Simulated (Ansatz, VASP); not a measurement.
**Two plane-wave programs on Rh**

The input INCAR:

```
PREC = Accurate
ENCUT = 520
EDIFF = 1E-6
ISMEAR = -1
SIGMA = 0.1
LREAL = F
LASPH = T
NELM = 80
ALGO = Normal
ISIF = 2
LWAVE = F
LCHARG = F
GGA = PS
NBANDS = 22
```

File KPOINTS:

```
regular mesh
0
Gamma
  10 10 5
```

File POSCAR:

```
Rh
1.0
    2.7309800000      0.0000000000      0.0000000000
   -1.3654900000      2.3651000000      0.0000000000
    0.0000000000      0.0000000000      4.4284900000
Rh
2
Direct
    0.6666666667      0.3333333333      0.7500000000
    0.3333333333      0.6666666667      0.2274189396
```

Input for Ansatz:

```yaml
crystal:
  lattice:
    - [2.73098, 0.0, 0.0]
    - [-1.36549, 2.3651, 0.0]
    - [0.0, 0.0, 4.42849]
  atoms:
    - { symbol: Rh, position: [0.6666666666666666, 0.3333333333333333, 0.75] }
    - { symbol: Rh, position: [0.3333333333333333, 0.6666666666666666, 0.22741893963856755] }
kpoints:
  mp_grid:
    grid: [10, 10, 5]
hamiltonian:
  xc: pbesol
scf:
  occupations:
    method: fermi_dirac
    width: 0.1
output:
  forces: true
```

Alike in both runs: task single point; functional PBEsol; k mesh 10 × 10 × 5; occupations fermi-dirac, width 0.1 eV; no spin polarisation.

|  | VASP | Ansatz |
| --- | --- | --- |
| version | VASP 6.6.1 | Ansatz 0.2.0 |
| potentials or method | VASP PAW PBE potentials, release 64 (Rh_pv) | plane waves, PAW |
| plane-wave cutoff (eV) | 520 | 420 |
| valence electrons in the cell | 30 | 34 |

|  | VASP | Ansatz | Ansatz less VASP |
| --- | --- | --- | --- |
| rms of the force components (eV/Å) | 0.471 | 0.471 | +0.0001 |

VASP's potentials were made for PBE, not for PBEsol. Atom by atom the forces differ by 0.000 eV/Å (rms over components). VASP's potentials hold 30 valence electrons a cell and Ansatz's 34, so a difference there can come from the potentials and not from the codes.
